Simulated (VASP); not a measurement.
# Zn: single point with PBEsol

Zn:

```xyz
1
Lattice="-1.1229 1.5581 1.5581 1.5581 -1.1229 1.5581 1.5581 1.5581 -1.1229" Properties=species:S:1:pos:R:3 pbc="T T T"
Zn    0.0000    0.0000    0.0000
```

```json
{"Program": "VASP 6.6.1", "Task": "single point", "Functional": "PBEsol", "Potentials or basis": "VASP PAW PBE potentials, release 64 (Zn)", "Cutoff": "520 eV", "k mesh": "22 × 22 × 22", "Occupations": "gaussian, width 0.15 eV", "Spin": "no spin polarisation", "Dipole correction": "no", "Further INCAR settings": "ALGO = Fast; EDIFF = 1e-06; NBANDS = 12"}
```

| Item | Value |
| --- | --- |
| Pressure | 10.2 GPa |
| Band gap on the k mesh | zero (bands 6 and 7 overlap by 7.11 eV) |

Stress tensor (GPa, compression positive):
```
10.16 -4.36 -4.36
-4.36 10.16 -4.36
-4.36 -4.36 10.16
```

Levels at points of the mesh, in eV from the Fermi level:
```tsv
k point	band 3	band 4	band 5	band 6	band 7	band 8	band 9	band 10
(0.00, 0.00, 0.00)	-8.39	-7.06	-6.95	-6.95	15.09	15.57	15.57	18.43
(0.50, 0.00, 0.00)	-7.21	-7.18	-6.93	-3.62	-2.32	16.34	16.61	19.37
(0.50, 0.50, 0.00)	-7.30	-7.15	-6.55	-0.73	2.52	4.62	9.23	20.34
(0.50, 0.50, 0.50)	-7.70	-6.55	-6.55	4.78	4.78	7.22	10.16	10.16
```

It took 2.6 min on 1 thread of Intel Xeon 8259CL, on a shared host, peak memory 0.27 GiB.

Caveat: the cell stands under pressure; the PAW data sets were made with another functional, which shifts forces and pressure a little.
